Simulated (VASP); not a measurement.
A run of VASP 6.6.1:

INCAR

```
PREC = Accurate ; ENCUT = 520
EDIFF = 1E-6 ; ISMEAR = 0
SIGMA = 0.2 ; LREAL = F
LASPH = T ; NELM = 80
ALGO = Normal ; ISIF = 2
LWAVE = F ; LCHARG = F
GGA = PE ; NBANDS = 20
```

File KPOINTS:

```
regular mesh
0
Gamma
  6 6 4
```

Contents of POSCAR:

```
SnSe2
1.0
    3.8251638404      0.0000000000      0.0000000000
   -1.9125819202      3.3126890594      0.0000000000
    0.0000000000      0.0000000000      6.2270561301
Sn Se
1 2
Direct
    0.0000000000      0.0000000000      0.0000000000
    0.3333333333      0.6666666667      0.2530760434
    0.6666666667      0.3333333333      0.7469239566
```

Potentials or basis: VASP PAW PBE potentials, release 64 (Sn_d, Se).

Launch:

```console
$ cat potpaw_PBE.64/Sn_d/POTCAR potpaw_PBE.64/Se/POTCAR > POTCAR
$ mpirun -np 1 vasp_std > vasp.out
```

Hardware: 1 thread of Intel(R) Xeon(R) 6975P-C (Granite Rapids) (shared host).

Task: How long does it take, and how much memory?

Result: Wall time 16 s on 1 thread of Intel(R) Xeon(R) 6975P-C (Granite Rapids), on a shared host, peak memory 0.19 GiB. Counts: scf iterations 12, k points 24.
